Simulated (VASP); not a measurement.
# WC (Qusongite) (P-6m2) in VASP: settings compared

Aim: see how the results for WC (Qusongite) move with the level of theory and the settings. Levels: r2SCAN, PBE, LDA. Tasks: single point.

Everything below comes from runs of VASP 6.6.1. Logs are shortened: lines on timing, memory, paths and dates and some standing lists are left out, and cuts for length are marked.

### Step 1. The cell of the first run

It takes space group P-6m2 (No. 187, hexagonal). Conventional cell: a = 2.926 Å, b = 2.926 Å, c = 2.855 Å, α = 90.00°, β = 90.00°, γ = 120.00°. W (site symmetry -6m2) has 6 C at 2.21 Å and 2 W at 2.86 Å within 2.9 Å. Within 2.9 Å of C (site symmetry -6m2) lie 6 W at 2.21 Å and 2 C at 2.86 Å.

### Step 2. Single point, r2SCAN

Input file POSCAR:

```
WC
1.0
    2.9257489053      0.0000000000      0.0000000000
   -1.4628744527      2.5337728771      0.0000000000
    0.0000000000      0.0000000000      2.8553859779
W C
1 1
Direct
    0.0000000000      0.0000000000      0.0000000000
    0.6666666667      0.3333333333      0.5000000000
```

Input file INCAR.step1:

```
SYSTEM = WC
PREC = Accurate ; ENCUT = 910
ISMEAR = -1 ; SIGMA = 0.05
LREAL = .FALSE. ; LASPH = .TRUE.
NELM = 120 ; NBANDS = 16
GGA = PE ; ALGO = Normal
EDIFF = 1E-5 ; LWAVE = .TRUE.
LCHARG = .FALSE. ; GGA_COMPAT = .FALSE.
```

Input file INCAR.step2:

```
SYSTEM = WC
PREC = Accurate ; ENCUT = 910
EDIFF = 1E-6 ; ISMEAR = -1
SIGMA = 0.05 ; LREAL = .FALSE.
LASPH = .TRUE. ; NELM = 120
ALGO = Normal ; ISIF = 2
LWAVE = .FALSE. ; LCHARG = .FALSE.
METAGGA = R2SCAN ; LMIXTAU = .TRUE.
NBANDS = 16 ; ISTART = 1
GGA_COMPAT = .FALSE.
```

Input file KPOINTS:

```
regular mesh
0
G
  10 10 9
  0 0 0
```

Potentials or basis: VASP PAW PBE potentials, release 64 (W_sv, C_h).

Started as:

```
$ cat potpaw_PBE.64/W_sv/POTCAR potpaw_PBE.64/C_h/POTCAR > POTCAR
$ cp INCAR.step1 INCAR
$ mpirun -np 1 vasp_std > vasp.out
$ cp INCAR.step2 INCAR
$ mpirun -np 1 vasp_std > vasp.out
```

OUTCAR:

```text
SYSTEM = WC
   PREC = Accurate
   ENCUT = 910
   EDIFF = 1E-6
   ISMEAR = -1
   LREAL = .FALSE.
   LASPH = .TRUE.
   NELM = 120
   ISIF = 2
   METAGGA = R2SCAN
   ISTART = 1

 ion  position               nearest neighbor table
   1  0.000  0.000  0.000-   2 2.21   2 2.21   2 2.21   2 2.21   2 2.21   2 2.21
   2  0.667  0.333  0.500-   1 2.21   1 2.21   1 2.21   1 2.21   1 2.21   1 2.21

  LATTYP: Found a hexagonal cell.
 ALAT       =     2.9257489053
 C/A-ratio  =     0.9759504559

  Lattice vectors:

 A1 = (   2.9257489053,   0.0000000000,   0.0000000000)
 A2 = (  -1.4628744527,   2.5337728771,   0.0000000000)
 A3 = (   0.0000000000,   0.0000000000,   2.8553859779)

Analysis of symmetry for initial positions (statically):
=====================================================================
 Subroutine PRICEL returns:
 Original cell was already a primitive cell.

 Routine SETGRP: Setting up the symmetry group for a
 hexagonal supercell.

 Subroutine GETGRP returns: Found 12 space group operations
 (whereof 12 operations were pure point group operations)
 out of a pool of 24 trial point group operations.

The static configuration has the point symmetry D_3h.

Analysis of symmetry for dynamics (positions and initial velocities):
=====================================================================
 Subroutine PRICEL returns:
 Original cell was already a primitive cell.

 Routine SETGRP: Setting up the symmetry group for a
 hexagonal supercell.

 Subroutine GETGRP returns: Found 12 space group operations
 (whereof 12 operations were pure point group operations)
 out of a pool of 24 trial point group operations.

The dynamic configuration has the point symmetry D_3h.

 Subroutine INISYM returns: Found 12 space group operations
 (whereof 12 operations are pure point group operations),
 and found     1 'primitive' translations

----------------------------------------------------------------------------------------

                                     Primitive cell

  volume of cell :      21.1675

[... 71 lines left out ...]
   number of dos      NEDOS =    301   number of ions     NIONS =      2
   total plane-waves  NPLWV =  25200
   dimension x,y,z NGX =    30 NGY =   30 NGZ =   28
   dimension x,y,z NGXF=    60 NGYF=   60 NGZF=   56
   ions per type =               1   1
   NGX,Y,Z   is equivalent  to a cutoff of  17.05, 17.05, 16.30 a.u.
   NGXF,Y,Z  is equivalent  to a cutoff of  34.09, 34.09, 32.60 a.u.
 SYSTEM =  WC
   PREC   = accura    normal or accurate (medium, high low for compatibility)
   ISTART =      1    job   : 0-new  1-cont  2-samecut
   ICHARG =      0    charge: 1-file 2-atom 10-const
   ISPIN  =      1    spin polarized calculation?
   LNONCOLLINEAR =      F non collinear calculations
   LSORBIT =      F    spin-orbit coupling
   LASPH  =      T    aspherical Exc in radial PAW
   ENCUT  =  910.0 eV  66.88 Ry    8.18 a.u.   7.20  7.20  7.02*2*pi/ulx,y,z
   NELM   =    120;   NELMIN=  2; NELMDL=  0     # of ELM steps
   EDIFF  = 0.1E-05   stopping-criterion for ELM
   LREAL  =      F    real-space projection
   EDIFFG = 0.1E-04   stopping-criterion for IOM
   NSW    =      0    number of steps for IOM
   IBRION =     -1    ionic relax: 0-MD 1-quasi-New 2-CG
   NFREE  =      0    steps in history (QN), initial steepest desc. (CG)
   ISIF   =      2    stress and relaxation
   ISYM   =      2    0-nonsym 1-usesym 2-fastsym
   POTIM  = 0.5000    time-step for ionic-motion
   TEBEG  =    0.0;   TEEND  =   0.0 temperature during run
   PSTRESS=    0.0 pullay stress
   NELECT =      18.0000    total number of electrons
   NUPDOWN=      -1.0000    fix difference up-down
   EMIN   =  10.00;   EMAX   =-10.00  energy-range for DOS
[... 5 lines left out ...]
     AMIX     =   0.40;   BMIX     =  1.00
     AMIX_MAG =   1.60;   BMIX_MAG =  1.00
  volume/ion in A,a.u.               =      10.58        71.42
  Fermi-wavevector in a.u.,A,eV,Ry     =   1.550991  2.930947 32.729789  2.405572
  Thomas-Fermi vector in A             =   2.655574
   LORBIT       =      0    0 simple, 1 ext, 2 COOP (PROOUT), +10 PAW based schemes
   METAGGA = R2SCAN    functional components
   LHFCALC =     F    Hartree Fock is set to
   AEXX    =    0.0000 exact exchange contribution
   IVDW    =     0    specifies the selected vdW correction
   LEPSILON=     F    determine dielectric tensor
   LRPA    =     F    only Hartree local field effects (RPA)
 non-spin polarized calculation
  energy-cutoff  :      910.00
  volume of cell :       21.17
 maximum number of plane-waves:      1336
 NGX is ok and might be reduce to    30
   NGX = 15   NGY = 15   NGZ = 15

 number of electron      18.0000001 magnetization

 Free energy of the ion-electron system (eV)
  ---------------------------------------------------
  ext. energy  EPLUGINS =         0.00000000
  ---------------------------------------------------
  free energy    TOTEN  =       -61.62453550 eV

  energy without entropy =      -61.62249508  energy(sigma->0) =      -61.62351529

 E-fermi :  11.0413     XC(G=0): -14.8474

 val. band max:       10.9809473944   @ k =   0.0000   0.0000   0.3333
 cond. band min:      11.0421994502   @ k =   0.4000   0.2000   0.0000
 fundamental gap:      0.0612520558
 Fermi energy:        11.0413167782

 k-point     1 :       0.0000    0.0000    0.0000
  band No.  band energies     occupation
      1     -64.9786      2.00000
      2     -28.2892      2.00000
      3     -28.1848      2.00000
      4     -28.1848      2.00000
      5      -4.0785      2.00000
      6       6.6325      2.00000
[... 433 lines left out ...]
      3     -28.4083      2.00000
      4     -28.2612      2.00000
      5      -0.6551      2.00000
      6       3.9518      2.00000
[... 8 lines left out ...]
     15      24.9908      0.00000
     16      29.2659      0.00000

 [... further k-points ...]
[... 5 lines left out ...]
  --------------------------------------------------------------------------------------
  -------------------------------------------------------------------------------------
  Total       -0.5008857     -0.5008857     -0.8935073      0.0000000      0.0000000      0.0000000
  in kB      -37.9122564    -37.9122564    -67.6299588      0.0000000      0.0000000      0.0000000
  external PRESSURE =     -47.8181572 kB  Pullay stress =       0.0000000 kB

 VOLUME and BASIS-vectors are now :
 -----------------------------------------------------------------------------
  energy-cutoff  :      910.00
  volume of cell :       21.17
      direct lattice vectors                 reciprocal lattice vectors
     2.925748905  0.000000000  0.000000000     0.341792831  0.197334183  0.000000000
    -1.462874453  2.533772877  0.000000000     0.000000000  0.394668366  0.000000000
     0.000000000  0.000000000  2.855385978     0.000000000  0.000000000  0.350215350

 POSITION                                       TOTAL-FORCE (eV/Angst)
 -----------------------------------------------------------------------------------
      0.00000      0.00000      0.00000         0.000000     -0.000000      0.000000
      1.46287      0.84459      1.42769        -0.000000      0.000000      0.000000
 -----------------------------------------------------------------------------------
    total drift:                               -0.000000      0.000000      0.000000

  FREE ENERGIE OF THE ION-ELECTRON SYSTEM (eV)
  ---------------------------------------------------
  free  energy   TOTEN  =       -61.6245354992 eV

  energy  without entropy=      -61.6224950791  energy(sigma->0) =      -61.62351529
```

OUTCAR.step1:

```text
SYSTEM = WC
   PREC = Accurate
   ENCUT = 910
   ISMEAR = -1
   LREAL = .FALSE.
   LASPH = .TRUE.
[... 678 lines left out ...]
      0.00000      0.00000      0.00000         0.000000     -0.000000      0.000000
      1.46287      0.84459      1.42769        -0.000000      0.000000      0.000000
 -----------------------------------------------------------------------------------
    total drift:                               -0.000000      0.000000      0.000000

  FREE ENERGIE OF THE ION-ELECTRON SYSTEM (eV)
  ---------------------------------------------------
  free  energy   TOTEN  =       -22.4603660725 eV

  energy  without entropy=      -22.4584565305  energy(sigma->0) =      -22.45941130
```

OSZICAR.step1:

```text
N       E                     dE             d eps       ncg     rms          rms(c)
DAV:   1     0.148122286638E+03    0.14812E+03   -0.13004E+04  2240   0.186E+03
DAV:   2    -0.199569872965E+02   -0.16808E+03   -0.16205E+03  2712   0.429E+02
DAV:   3    -0.254839457015E+02   -0.55270E+01   -0.54766E+01  2424   0.682E+01
DAV:   4    -0.255277586133E+02   -0.43813E-01   -0.43804E-01  2912   0.661E+00
DAV:   5    -0.255280342062E+02   -0.27559E-03   -0.27559E-03  2520   0.538E-01    0.312E+01
DAV:   6    -0.225500898704E+02    0.29779E+01   -0.57782E+00  3168   0.258E+01    0.794E+00
DAV:   7    -0.224877226372E+02    0.62367E-01   -0.46270E-01  2360   0.545E+00    0.592E+00
DAV:   8    -0.224617895866E+02    0.25933E-01   -0.79018E-02  2496   0.258E+00    0.107E+00
DAV:   9    -0.224604038255E+02    0.13858E-02   -0.35066E-03  2464   0.516E-01    0.117E-01
DAV:  10    -0.224603658873E+02    0.37938E-04   -0.39110E-04  2696   0.228E-01    0.463E-02
DAV:  11    -0.224603660725E+02   -0.18525E-06   -0.17443E-05  2040   0.411E-02
   1 F= -.22460366E+02 E0= -.22459411E+02  d E =-.190954E-02
```

Wall time 83 s (1 thread of Intel Xeon Platinum 8488C (Sapphire Rapids), shared host); peak memory 0.21 GiB.

What came out:

| Quantity | Value |
| --- | --- |
| Free energy | -61.6245 eV |
| Pressure | -4.8 GPa |
| Band gap on the k mesh | zero (band 9 reaches 11.70 eV, above the bottom of band 10 at 10.51 eV) |

Levels at points of the mesh, in eV from the Fermi level:
```tsv
k point	band 6	band 7	band 8	band 9	band 10	band 11	band 12	band 13
(0.00, 0.00, 0.00)	-4.41	-3.43	-3.43	0.06	3.29	3.29	5.81	5.81
(0.50, 0.00, 0.00)	-7.27	-3.71	-3.63	-0.53	2.40	4.59	4.95	7.12
```

Caveat: the cutoff is under 1.25 times the usual one of these potentials, so pressure, stress and relaxed cells hold a basis-set (Pulay) error; the PAW data sets were made with another functional, which shifts forces and pressure a little; spin-orbit coupling is left out, which moves the levels of the heavy elements.

### Step 3. Single point, PBE

This run uses another cell than the first one, of 10.17 Å³/atom, 0.961 times its volume.

Input file INCAR:

```
SYSTEM = WC
ALGO = Normal
EDIFF = 1E-6
ENCUT = 910
GGA = PE
GGA_COMPAT = .FALSE.
ISIF = 2
ISMEAR = -1
LASPH = .TRUE.
LCHARG = .FALSE.
LREAL = .FALSE.
LWAVE = .FALSE.
NBANDS = 16
NELM = 120
PREC = Accurate
SIGMA = 0.05
```

Input file KPOINTS:

```
k-points
0
G
  9 9 8
  0 0 0
```

Input file POSCAR:

```
WC
1.0
    2.8774350000      0.0000000000      0.0000000000
   -1.4387175000      2.4919318077      0.0000000000
    0.0000000000      0.0000000000      2.8366000000
W C
1 1
Direct
    0.0000000000      0.0000000000      0.0000000000
    0.6666666667      0.3333333333      0.5000000000
```

Potentials or basis: VASP PAW PBE potentials, release 64 (W_sv, C_h).

Started as:

```
$ cat potpaw_PBE.64/W_sv/POTCAR potpaw_PBE.64/C_h/POTCAR > POTCAR
$ mpirun -np 1 vasp_std > vasp.out
```

It used 47 s of CPU time on 1 thread of AMD EPYC 7R13 Processor (Zen 3), with other jobs on the host.

The run converged. Its results:

* Free energy: -22.4185 eV
* Pressure: 15.0 GPa
* Band gap on the k mesh: zero (band 9 reaches 12.39 eV, above the bottom of band 10 at 11.10 eV)

Stress tensor (GPa, compression positive):
```
17.31  0.00  0.00
 0.00 17.31  0.00
 0.00  0.00 10.46
```

Levels at points of the mesh, in eV from the Fermi level:
```csv
k point,band 5,band 6,band 7,band 8,band 9,band 10,band 11,band 12,band 13,band 14
"(0.00, 0.00, 0.00)",-14.61,-4.44,-3.34,-3.34,-0.02,3.31,3.31,5.69,5.69,6.61
"(0.00, 0.00, 0.50)",-10.52,-8.80,-1.98,-1.98,-0.61,-0.61,3.56,4.63,4.63,10.07
```

Caveat: the cutoff is under 1.25 times the usual one of these potentials, so pressure, stress and relaxed cells hold a basis-set (Pulay) error; spin-orbit coupling is left out, which moves the levels of the heavy elements.

### Step 4. Single point, LDA (volume scaled by 0.96)

Input file INCAR:

```
  ALGO = Normal
  EDIFF = 1E-6
  ENCUT = 520
  ISIF = 2
  ISMEAR = -1
  LASPH = True
  LCHARG = False
  LREAL = False
  LWAVE = False
  NBANDS = 16
  NELM = 60
  PREC = Accurate
  SIGMA = 0.05
```

Input file KPOINTS:

```
k-points
0
Gamma
  10 10 9
```

Input file POSCAR:

```
WC
1.0
    2.8672181576      0.0000000000      0.0000000000
   -1.4336090788      2.4830837627      0.0000000000
    0.0000000000      0.0000000000      2.7982628680
W C
1 1
Direct
    0.0000000000      0.0000000000      0.0000000000
    0.6666666667      0.3333333333      0.5000000000
```

Potentials or basis: VASP PAW LDA potentials, release 64 (W_sv, C).

Started as:

```
$ cat potpaw_LDA.64/W_sv/POTCAR potpaw_LDA.64/C/POTCAR > POTCAR
$ mpirun -np 1 vasp_std > vasp.out
```

OUTCAR:

```text
EDIFF = 1E-6
   ENCUT = 520
   ISIF = 2
   ISMEAR = -1
   LASPH = True
   LREAL = False
   NELM = 60
   PREC = Accurate

 ion  position               nearest neighbor table
   1  0.000  0.000  0.000-   2 2.17   2 2.17   2 2.17   2 2.17   2 2.17   2 2.17
   2  0.667  0.333  0.500-   1 2.17   1 2.17   1 2.17   1 2.17   1 2.17   1 2.17

  LATTYP: Found a hexagonal cell.
 ALAT       =     2.8672181576
 C/A-ratio  =     0.9759504559

  Lattice vectors:

 A1 = (   2.8672181576,   0.0000000000,   0.0000000000)
 A2 = (  -1.4336090788,   2.4830837627,   0.0000000000)
 A3 = (   0.0000000000,   0.0000000000,   2.7982628680)

Analysis of symmetry for initial positions (statically):
=====================================================================
 Subroutine PRICEL returns:
 Original cell was already a primitive cell.

 Routine SETGRP: Setting up the symmetry group for a
 hexagonal supercell.

 Subroutine GETGRP returns: Found 12 space group operations
 (whereof 12 operations were pure point group operations)
 out of a pool of 24 trial point group operations.

The static configuration has the point symmetry D_3h.

Analysis of symmetry for dynamics (positions and initial velocities):
=====================================================================
 Subroutine PRICEL returns:
 Original cell was already a primitive cell.

 Routine SETGRP: Setting up the symmetry group for a
 hexagonal supercell.

 Subroutine GETGRP returns: Found 12 space group operations
 (whereof 12 operations were pure point group operations)
 out of a pool of 24 trial point group operations.

The dynamic configuration has the point symmetry D_3h.

 Subroutine INISYM returns: Found 12 space group operations
 (whereof 12 operations are pure point group operations),
 and found     1 'primitive' translations

----------------------------------------------------------------------------------------

                                     Primitive cell

  volume of cell :      19.9224

[... 98 lines left out ...]
   PSTRESS=    0.0 pullay stress
   NELECT =      18.0000    total number of electrons
   NUPDOWN=      -1.0000    fix difference up-down
   EMIN   =  10.00;   EMAX   =-10.00  energy-range for DOS
[... 5 lines left out ...]
     AMIX     =   0.40;   BMIX     =  1.00
     AMIX_MAG =   1.60;   BMIX_MAG =  1.00
  volume/ion in A,a.u.               =       9.96        67.22
  Fermi-wavevector in a.u.,A,eV,Ry     =   1.582652  2.990779 34.079705  2.504788
  Thomas-Fermi vector in A             =   2.682543
   LORBIT       =      0    0 simple, 1 ext, 2 COOP (PROOUT), +10 PAW based schemes
   GGA     = CA    functional components
   LHFCALC =     F    Hartree Fock is set to
   AEXX    =    0.0000 exact exchange contribution
   IVDW    =     0    specifies the selected vdW correction
   LEPSILON=     F    determine dielectric tensor
   LRPA    =     F    only Hartree local field effects (RPA)
 non-spin polarized calculation
  energy-cutoff  :      520.00
  volume of cell :       19.92
 maximum number of plane-waves:       551
 NGX is ok and might be reduce to    24
   NGX = 11   NGY = 11   NGZ = 11

 number of electron      18.0000000 magnetization

 Free energy of the ion-electron system (eV)
  ---------------------------------------------------
  ext. energy  EPLUGINS =         0.00000000
  ---------------------------------------------------
  free energy    TOTEN  =       -24.68973782 eV

  energy without entropy =      -24.68762359  energy(sigma->0) =      -24.68868071

 E-fermi :  11.5550     XC(G=0): -14.2036

 val. band max:       11.5420825243   @ k =   0.1000   0.0000   0.3333
 cond. band min:      11.6001897310   @ k =   0.4000   0.2000   0.0000
 fundamental gap:      0.0581072067
 Fermi energy:        11.5549806328

 k-point     1 :       0.0000    0.0000    0.0000
  band No.  band energies     occupation
      1     -61.8695      2.00000
      2     -26.1164      2.00000
      3     -25.9896      2.00000
      4     -25.9896      2.00000
      5      -3.0059      2.00000
      6       7.0243      2.00000
[... 433 lines left out ...]
      3     -26.2559      2.00000
      4     -26.0812      2.00000
      5       0.6035      2.00000
      6       4.5149      2.00000
[... 8 lines left out ...]
     15      25.5377      0.00000
     16      29.5229      0.00000

 [... further k-points ...]
[... 5 lines left out ...]
  --------------------------------------------------------------------------------------
  -------------------------------------------------------------------------------------
  Total        1.2513280      1.2513280      1.3245889      0.0000000      0.0000000      0.0000000
  in kB      100.6331600    100.6331600    106.5248885      0.0000000      0.0000000      0.0000000
  external PRESSURE =     102.5970695 kB  Pullay stress =       0.0000000 kB

 VOLUME and BASIS-vectors are now :
 -----------------------------------------------------------------------------
  energy-cutoff  :      520.00
  volume of cell :       19.92
      direct lattice vectors                 reciprocal lattice vectors
     2.867218158  0.000000000  0.000000000     0.348770113  0.201362518  0.000000000
    -1.433609079  2.483083763  0.000000000     0.000000000  0.402725037  0.000000000
     0.000000000  0.000000000  2.798262868     0.000000000  0.000000000  0.357364568

 POSITION                                       TOTAL-FORCE (eV/Angst)
 -----------------------------------------------------------------------------------
      0.00000      0.00000      0.00000         0.000000     -0.000000      0.000000
      1.43361      0.82769      1.39913        -0.000000      0.000000      0.000000
 -----------------------------------------------------------------------------------
    total drift:                                0.000000     -0.000000      0.000000

  FREE ENERGIE OF THE ION-ELECTRON SYSTEM (eV)
  ---------------------------------------------------
  free  energy   TOTEN  =       -24.6897378229 eV

  energy  without entropy=      -24.6876235940  energy(sigma->0) =      -24.68868071
```

It took 19 s on 1 thread of Intel Xeon 8259CL, shared host; peak memory 0.14 GiB.

Results:

* Free energy: -24.6897 eV
* Pressure: 10.3 GPa
* Band gap on the k mesh: zero (band 9 reaches 12.26 eV, above the bottom of band 10 at 10.96 eV)

Stress tensor (GPa, compression positive):
```
10.06  0.00  0.00
 0.00 10.06  0.00
 0.00  0.00 10.65
```

Levels at points of the mesh, in eV from the Fermi level:
```
           k point  band 5  band 6  band 7  band 8  band 9  band 10  band 11  band 12  band 13  band 14
(0.00, 0.00, 0.00)  -14.56   -4.53   -3.48   -3.48    0.16     3.41     3.41     5.86     5.86     6.81
(0.50, 0.00, 0.00)  -11.07   -7.11   -3.78   -3.74   -0.42     2.45     4.78     5.18     7.10    10.14
```

Caveat: the cell differs from its parent crystal (volume scaled by 0.96); spin-orbit coupling is left out, which moves the levels of the heavy elements.

(Continued in part 2 of 3.)
